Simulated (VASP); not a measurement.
# Si62Ge (a cell with a defect) in VASP: single point with PBEsol

Aim: the single point of Si62Ge (a cell with a defect) with PBEsol.

Everything below comes from runs of VASP 6.6.1. Logs are shortened: lines on timing, memory, paths and dates and some standing lists are left out, and cuts for length are marked.

### 1 The cell of the first run

The cell holds a defect, 63 atoms: a = 10.860 Å, b = 10.860 Å, c = 10.860 Å, α = 90.00°, β = 90.00°, γ = 90.00°.

### 2 Single point, PBEsol

Contents of INCAR:

```
PREC = Accurate ; ENCUT = 520
EDIFF = 1E-7 ; ISMEAR = 0
SIGMA = 0.05 ; LREAL = Auto
LASPH = True ; NELM = 100
ALGO = Normal ; ISIF = 2
LWAVE = False ; LCHARG = True
GGA = PS ; LELF = True
LVHAR = True ; NELECT = 264.0
NBANDS = 168
```

Contents of KPOINTS:

```
regular mesh
0
Gamma
  1 1 1
```

Contents of POSCAR:

```
Si62Ge
1.0
   10.8600000000      0.0000000000      0.0000000000
    0.0000000000     10.8600000000      0.0000000000
    0.0000000000      0.0000000000     10.8600000000
Si Ge
62 1
Direct
    0.4861008287      0.0024220074     -0.0129136280
    0.6176761510      0.1214999079      0.1173200737
    0.7547645488      0.2464835175      0.0042639963
    0.8783904236      0.3739638122      0.1276222836
    0.7429107735     -0.0022112339      0.2458956722
    0.8691874770      0.1248252302      0.3676869245
    0.0010502762     -0.0024021179     -0.0008048803
    0.1259147330      0.1252196133      0.1237918969
    0.2528095764      0.2519260589      0.0018681400
    0.3747597606      0.3781338858      0.1276176796
    0.4982714549      0.5022773481     -0.0006545120
    0.6251361878      0.6248395948      0.1249263352
    0.7492965930      0.7506832413      0.0001833333
    0.8742455801      0.8756984346      0.1246128913
    0.2513052486      0.0021675875      0.2499477901
    0.3791688766      0.1266641805      0.3720445672
    0.5023753223      0.2537781768      0.2468007366
    0.6272825046      0.3753860958      0.3766372928
    0.7510651934      0.5002072744      0.2503690608
    0.8785098527      0.6228569061      0.3747525783
    0.4992518416      0.0004678637      0.4985776243
    0.6253402394      0.1250313996      0.6247406077
    0.7520625230      0.2490919890      0.5015819521
    0.8795074586      0.3695636280      0.6281199816
    0.7498282689     -0.0003359116      0.7500944751
    0.8775087477      0.1228029466      0.8729889503
   -0.0045005525      0.4996065378     -0.0041522099
    0.1238399632      0.6180574586      0.1273096685
    0.2482401473      0.7474206262      0.0032268877
    0.3736679558      0.8761433702      0.1226502762
    0.0041200737      0.2495834254      0.2542147330
    0.1314119705      0.3568463168      0.3946267956
    0.2456104972      0.4916379374      0.2597564457
    0.3710065378      0.6286151013      0.3715046041
    0.4999233886      0.7525512891      0.2489131676
    0.6279576427      0.8704261510      0.3791163904
   -0.0123418969     -0.0026598527      0.4911174033
    0.2627010129      0.2271866483      0.5250383978
    0.3805739411      0.3767070902      0.6255684162
    0.4962864641      0.5041955801      0.4944260589
    0.6209058932      0.6254130755      0.6238682320
    0.7540557090      0.7456025783      0.5040726519
    0.8763686924      0.8751904236      0.6256592081
    0.3665839779      0.1357102210      0.8585233886
    0.5070862799      0.2564863720      0.7512545120
    0.6318346225      0.3749398711      0.8818906998
    0.7497066298      0.5003465009      0.7511153775
    0.8744546961      0.6290677716      0.8701539595
    0.0006759669      0.7511816759      0.2499660221
    0.1254453039      0.8774015654      0.3757875691
    0.0016595764      0.4955121547      0.5019887661
    0.1253257827      0.6254555249      0.6249489871
    0.2493050645      0.7533525783      0.5022175875
    0.3634461326      0.8898290976      0.6238672192
    0.0072955801      0.2425465930      0.7510819521
    0.1285259669      0.3726933702      0.8740956722
    0.2516917127      0.5004943831      0.7487934622
    0.3739083794      0.6280494475      0.8731015654
    0.4921921731      0.7585440147      0.7476110497
    0.6224833333      0.8755758748      0.8746163904
    0.0046790976      0.7542245856      0.7518909761
    0.1318914365      0.8795575506      0.8730588398
    0.2176180479      0.0607149171      0.7009304788
```

Potentials or basis: VASP PAW PBE potentials, release 64 (Si, Ge_d).

On the command line:

```sh
$ cat potpaw_PBE.64/Si/POTCAR potpaw_PBE.64/Ge_d/POTCAR > POTCAR
$ mpirun -np 1 vasp_gam > vasp.out
```

OUTCAR:

```text
PREC = Accurate
   ENCUT = 520
   EDIFF = 1E-7
   ISMEAR = 0
   LREAL = Auto
   LASPH = True
   NELM = 100
   ISIF = 2
   GGA = PS
   NELECT = 264.0

 ion  position               nearest neighbor table
   1  0.486  0.002  0.987-  30 2.35  60 2.36   2 2.39  44 2.39
   2  0.618  0.121  0.117-   3 2.36   5 2.37  17 2.37   1 2.39
   3  0.755  0.246  0.004-  46 2.34   4 2.35   2 2.36  26 2.37
   4  0.878  0.374  0.128-   3 2.35  27 2.35  19 2.36  31 2.36
   5  0.743  0.998  0.246-  14 2.35   6 2.35  36 2.36   2 2.37
   6  0.869  0.125  0.368-  37 2.32  31 2.35   5 2.35  23 2.36
[... 28 lines left out ...]
  35  0.500  0.753  0.249-  34 2.35  30 2.36  36 2.36  12 2.36
  36  0.628  0.870  0.379-  42 2.36   5 2.36  35 2.36  21 2.37
  37  0.988  0.997  0.491-  43 2.31   6 2.32  50 2.35
  38  0.263  0.227  0.525-  39 2.34  16 2.36  32 2.45  63 2.68
  39  0.381  0.377  0.626-  45 2.34  38 2.34  40 2.35  57 2.36
  40  0.496  0.504  0.494-  34 2.34  39 2.35  41 2.35  18 2.37
  41  0.621  0.625  0.624-  42 2.34  40 2.35  47 2.39  59 2.42
  42  0.754  0.746  0.504-  41 2.34  43 2.34  36 2.36  20 2.36
  43  0.876  0.875  0.626-  37 2.31  42 2.34  25 2.35  61 2.36
[... 9 lines left out ...]
  53  0.249  0.753  0.502-  54 2.34  50 2.35  52 2.35  34 2.37
  54  0.363  0.890  0.624-  21 2.34  53 2.34  59 2.41  63 2.58
  55  0.007  0.243  0.751-  26 2.33  56 2.35  24 2.37
  56  0.129  0.373  0.874-   9 2.34  55 2.35  57 2.36  27 2.39
  57  0.252  0.500  0.749-  58 2.35  52 2.35  39 2.36  56 2.36
  58  0.374  0.628  0.873-  57 2.35  59 2.35  29 2.35  11 2.36
  59  0.492  0.759  0.748-  58 2.35  60 2.35  54 2.41  41 2.42
  60  0.622  0.876  0.875-  59 2.35  25 2.36   1 2.36  13 2.37
  61  0.005  0.754  0.752-  62 2.34  48 2.34  43 2.36  52 2.36
  62  0.132  0.880  0.873-  61 2.34   7 2.35  29 2.38  63 2.87
  63  0.218  0.061  0.701-  44 2.49  54 2.58  38 2.68  62 2.87

  LATTYP: Found a simple cubic cell.
 ALAT       =    10.8600000000

  Lattice vectors:

 A1 = (  10.8600000000,   0.0000000000,   0.0000000000)
 A2 = (   0.0000000000,  10.8600000000,   0.0000000000)
 A3 = (   0.0000000000,   0.0000000000,  10.8600000000)

Analysis of symmetry for initial positions (statically):
=====================================================================
 Subroutine PRICEL returns:
 Original cell was already a primitive cell.

 Routine SETGRP: Setting up the symmetry group for a
 simple cubic supercell.

 Subroutine GETGRP returns: Found  1 space group operations
 (whereof  1 operations were pure point group operations)
 out of a pool of 48 trial point group operations.

The static configuration has the point symmetry C_1 .

Analysis of symmetry for dynamics (positions and initial velocities):
[... 216 lines left out ...]
   ISYM   =      2    0-nonsym 1-usesym 2-fastsym
   POTIM  = 0.5000    time-step for ionic-motion
   TEBEG  =    0.0;   TEEND  =   0.0 temperature during run
   PSTRESS=    0.0 pullay stress
   NELECT =     264.0000    total number of electrons
   NUPDOWN=      -1.0000    fix difference up-down
   EMIN   =  10.00;   EMAX   =-10.00  energy-range for DOS
   EFERMI =   0.00;   METHOD = LEGACY
   ISMEAR =     0;   SIGMA  =   0.05  broadening in eV -4-tet -1-fermi 0-gaus
   EFERMI_NEDOS =   21; number of points for ismear=-14 and -15
   IALGO  =     38    algorithm
   IMIX   =      4    mixing-type and parameters
     AMIX     =   0.40;   BMIX     =  1.00
     AMIX_MAG =   1.60;   BMIX_MAG =  1.00
  volume/ion in A,a.u.               =      20.33       137.20
  Fermi-wavevector in a.u.,A,eV,Ry     =   0.967044  1.827449 12.723821  0.935174
  Thomas-Fermi vector in A             =   2.096897
   LORBIT       =      0    0 simple, 1 ext, 2 COOP (PROOUT), +10 PAW based schemes
   GGA     = PS    functional components
   LHFCALC =     F    Hartree Fock is set to
   AEXX    =    0.0000 exact exchange contribution
   IVDW    =     0    specifies the selected vdW correction
   LEPSILON=     F    determine dielectric tensor
   LRPA    =     F    only Hartree local field effects (RPA)
 non-spin polarized calculation
 Gauss-broadening in eV      SIGMA  =   0.05
  energy-cutoff  :      520.00
  volume of cell :     1280.82
 maximum number of plane-waves:     17229
 NGX is ok and might be reduce to    84
   NGX = 41   NGY = 41   NGZ = 41

 number of electron     263.9999995 magnetization

 Free energy of the ion-electron system (eV)
  ---------------------------------------------------
  ext. energy  EPLUGINS =         0.00000000
  ---------------------------------------------------
  free energy    TOTEN  =      -339.13070133 eV

  energy without entropy =     -339.11557298  energy(sigma->0) =     -339.12313715

 E-fermi :   6.1050     XC(G=0):  -9.5473

 val. band max:        6.0469717047   @ k =   0.0000   0.0000   0.0000
 cond. band min:       6.1626607220   @ k =   0.0000   0.0000   0.0000
 fundamental gap:      0.1156890174
 Fermi energy:         6.1050305949

 k-point     1 :       0.0000    0.0000    0.0000
  band No.  band energies     occupation
      1     -18.2430      2.00000
      2     -18.2369      2.00000
      3     -18.2309      2.00000
      4     -18.2140      2.00000
      5     -18.2087      2.00000
      6      -6.2962      2.00000
[... 136 lines left out ...]
    143       6.7637      0.00000
    144       6.7993      0.00000
 [bands above 144 left out]

------------------------ aborting loop because EDIFF is reached ----------------------------------------

  FORCE on cell =-STRESS in cart. coord.  units (eV):
  Direction    XX          YY          ZZ          XY          YZ          ZX
  --------------------------------------------------------------------------------------
  -------------------------------------------------------------------------------------
  Total       16.5272669     13.1710070     16.9957159      8.8187409     -1.9666109      1.6172805
  in kB       20.6738874     16.4755563     21.2598683     11.0313253     -2.4600252      2.0230493
  external PRESSURE =      19.4697707 kB  Pullay stress =       0.0000000 kB

 VOLUME and BASIS-vectors are now :
 -----------------------------------------------------------------------------
  energy-cutoff  :      520.00
  volume of cell :     1280.82
      direct lattice vectors                 reciprocal lattice vectors
    10.860000000  0.000000000  0.000000000     0.092081031  0.000000000  0.000000000
     0.000000000 10.860000000  0.000000000     0.000000000  0.092081031  0.000000000
     0.000000000  0.000000000 10.860000000     0.000000000  0.000000000  0.092081031

 POSITION                                       TOTAL-FORCE (eV/Angst)
 -----------------------------------------------------------------------------------
      5.27905      0.02630     10.71976         0.005236     -0.001374      0.007025
      6.70796      1.31949      1.27410        -0.001408      0.003691      0.002821
      8.19674      2.67681      0.04631        -0.000712      0.003605      0.002244
      9.53932      4.06125      1.38598        -0.002300      0.002751      0.001411
      8.06801     10.83599      2.67043         0.003525      0.000426     -0.002944
      9.43938      1.35560      3.99308        -0.004228      0.009049     -0.007101
[... 55 lines left out ...]
      1.43234      9.55199      9.48142         0.010508      0.018652     -0.013757
      2.36333      0.65936      7.61210         0.015496     -0.059609      0.038906
 -----------------------------------------------------------------------------------
    total drift:                               -0.010886     -0.002293      0.007134

  FREE ENERGIE OF THE ION-ELECTRON SYSTEM (eV)
  ---------------------------------------------------
  free  energy   TOTEN  =      -339.1307013284 eV

  energy  without entropy=     -339.1155729803  energy(sigma->0) =     -339.12313715
```

Run time: 3.6 min. Hardware: 1 thread of AMD EPYC 9R45 (Zen 5), shared host; peak memory 0.98 GiB.

Results:

| Item | Value |
| --- | --- |
| Free energy | -339.1307 eV |
| Largest force | 0.073 eV/Å |

Forces in eV/Å, atoms in the order of the input:
```
Si   0.005 -0.001  0.007
Si  -0.001  0.004  0.003
Si  -0.001  0.004  0.002
Si  -0.002  0.003  0.001
Si   0.004  0.000 -0.003
Si  -0.004  0.009 -0.007
Si  -0.002  0.004 -0.006
Si  -0.002  0.002 -0.004
Si   0.002 -0.004 -0.001
Si  -0.006 -0.001 -0.007
Si  -0.006  0.002 -0.003
Si  -0.001 -0.001  0.003
Si   0.000  0.000  0.000
Si   0.001  0.002 -0.005
Si   0.002  0.002  0.000
Si  -0.002 -0.005  0.000
Si  -0.001  0.011  0.002
Si  -0.001  0.002  0.003
Si   0.002  0.002  0.001
Si   0.003  0.000 -0.002
Si   0.007 -0.002 -0.006
Si  -0.004 -0.002  0.000
Si  -0.003  0.003 -0.002
Si  -0.017  0.017 -0.007
Si  -0.002 -0.003  0.003
Si  -0.007  0.001  0.001
Si   0.000 -0.001 -0.001
Si   0.001  0.005  0.000
Si  -0.002  0.006 -0.006
Si   0.000  0.000  0.004
Si   0.005  0.006  0.003
Si   0.009 -0.004  0.002
Si  -0.004  0.001 -0.001
Si   0.001 -0.004  0.002
Si   0.002  0.002 -0.001
Si   0.006  0.000 -0.003
Si  -0.017 -0.023 -0.017
Si  -0.016 -0.018  0.004
Si  -0.006 -0.002  0.003
Si  -0.006 -0.008 -0.003
Si  -0.005 -0.002  0.004
Si   0.001 -0.004 -0.006
Si  -0.004 -0.005  0.010
Si   0.013 -0.010  0.010
Si   0.007  0.002  0.000
Si   0.000  0.002  0.004
Si  -0.005  0.008 -0.007
Si   0.006 -0.001  0.003
Si   0.001  0.010  0.003
Si   0.010  0.003  0.001
Si  -0.001  0.000 -0.005
Si  -0.002 -0.001 -0.002
Si   0.005  0.001  0.000
Si   0.012 -0.007 -0.004
Si  -0.013  0.020  0.001
Si  -0.004  0.006  0.000
Si   0.000  0.003 -0.001
Si   0.001 -0.001  0.000
Si   0.005  0.002  0.000
Si   0.007 -0.001  0.003
Si   0.006  0.007  0.003
Si   0.011  0.019 -0.014
Ge   0.015 -0.060  0.039
```

Caveat: the k points lie up to 0.58 Å⁻¹ apart; the cell carries a net charge on a neutralising background, which shifts energy and pressure; the cell is charged against a uniform background, so pressure and absolute levels hang on convention; the PAW data sets were made with another functional, which shifts forces and pressure a little.
